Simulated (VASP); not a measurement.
Input of a VASP 6.6.1 run:

Contents of INCAR:

```
ALGO     = Normal         # electronic algorithm
EDIFF    = 1E-7           # SCF threshold, eV
ENCUT    = 520            # plane-wave cutoff, eV
GGA      = PS             # functional
ISIF     = 2              # what is computed and relaxed
ISMEAR   = -1             # smearing method
LASPH    = True           # aspherical terms in the spheres
LCHARG   = False          # write CHGCAR
LREAL    = False          # projectors in reciprocal space
LWAVE    = False          # write WAVECAR
NBANDS   = 7              # bands
NELM     = 60             # most SCF steps
PREC     = Accurate       # precision mode
SIGMA    = 0.1            # smearing width, eV
```

KPOINTS

```
k-points
0
Gamma
  20 20 20
```

File POSCAR:

```
Be
1.0
   -1.2468876499      1.2468876499      1.2468876499
    1.2468876499     -1.2468876499      1.2468876499
    1.2468876499      1.2468876499     -1.2468876499
Be
1
Direct
    0.0000000000      0.0000000000      0.0000000000
```

Potentials or basis: VASP PAW PBE potentials, release 64 (Be).

Run with:

```console
$ cat potpaw_PBE.64/Be/POTCAR > POTCAR
$ mpirun -np 1 vasp_std > vasp.out
```

Problem. Estimate the pressure.

Solution. 0.3 GPa.

Problem. What does it give for the band gap on the k mesh?

Solution. Zero (bands 1 and 2 overlap by 5.32 eV).

Caveat: the PAW data sets were made with another functional, which shifts forces and pressure a little.
